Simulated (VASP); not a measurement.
## Na3H2: relaxation of cell and atoms with PBE

The system is Na3H2.

```
CELL_PARAMETERS angstrom
3.44203 0.00000 0.00000
-1.72102 2.98089 0.00000
0.00000 0.00000 8.87122
ATOMIC_POSITIONS crystal
Na 0.00000 0.00000 0.00000
Na 0.33333 0.66667 0.68014
Na 0.66667 0.33333 0.31986
H 0.33333 0.66667 0.15715
H 0.66667 0.33333 0.84285
```

```json
{
 "Program": "VASP 6.6.1",
 "Task": "relaxation of cell and atoms",
 "Functional": "PBE",
 "Potentials or basis": "VASP PAW PBE potentials, release 64 (Na_pv, H)",
 "Cutoff": "500 eV",
 "k mesh": "12 × 12 × 4",
 "Occupations": "gaussian, width 0.1 eV",
 "Spin": "no spin polarisation",
 "Dipole correction": "no",
 "Further INCAR settings": "ALGO = Normal; EDIFF = 1e-07; IBRION = 2; EDIFFG = -0.01; NSW = 100; ISIF = 3"
}
```

The relaxed volume is 18.25 Å³/atom. The relaxed cell is a = 3.439 Å, b = 3.439 Å, c = 8.911 Å, α = 90.00°, β = 90.00°, γ = 120.00°. The space group after relaxing (to 0.1 Å) is P-3m1 (No. 164). The energy gained by relaxing is 0.1 meV/atom. The ionic steps are 3, the pressure after relaxing is 0.0 GPa and the largest force after relaxing is 0.006 eV/Å. The band gap on the k mesh is zero (an odd number of electrons rules out a gap without spin polarisation).

Forces on the atoms (eV/Å):
```
Na   0.000  0.000  0.000
Na   0.000  0.000  0.004
Na   0.000  0.000 -0.004
H    0.000  0.000  0.006
H    0.000  0.000 -0.006
```

Stress tensor (GPa, compression positive):
```
-0.02  0.00  0.00
 0.00 -0.02  0.00
 0.00  0.00  0.06
```

The path:
| step | energy change (eV) | largest force (eV/Å) | pressure (GPa) | volume (Å³) |
| --- | --- | --- | --- | --- |
| 1 | 0.0000 | 0.0073 | 0.05 | 91.02 |
| 2 | -0.0002 | 0.0068 | 0.04 | 91.10 |
| 3 | -0.0005 | 0.0057 | 0.01 | 91.27 |

Final structure:
```yaml
crystal:
  lattice:
    - [3.43897, 0.00000, 0.00000]
    - [-1.71949, 2.97824, 0.00000]
    - [0.00000, 0.00000, 8.91098]
  atoms:
    - { symbol: Na, position: [0.00000, 0.00000, 0.00000] }
    - { symbol: Na, position: [0.33333, 0.66667, 0.68016] }
    - { symbol: Na, position: [0.66667, 0.33333, 0.31984] }
    - { symbol: H, position: [0.33333, 0.66667, 0.15727] }
    - { symbol: H, position: [0.66667, 0.33333, 0.84273] }
```

Levels at points of the mesh, in eV from the Fermi level:
```csv
k point,band 8,band 9,band 10,band 11,band 12,band 13,band 14,band 15
"(0.00, 0.00, 0.00)",-24.80,-24.80,-5.93,-4.64,-2.25,2.13,3.10,7.47
"(0.50, 0.00, 0.00)",-24.83,-24.82,-3.47,-3.13,0.84,1.69,1.89,2.22
"(0.00, 0.00, 0.50)",-24.80,-24.80,-5.84,-4.87,-1.69,0.60,5.63,6.21
"(0.50, 0.00, 0.50)",-24.83,-24.82,-3.45,-3.15,0.81,1.07,2.38,3.28
```

Run time: 81 s on 1 thread of Intel(R) Xeon(R) 6975P-C (Granite Rapids), with other jobs on the host, peak memory 0.25 GiB.
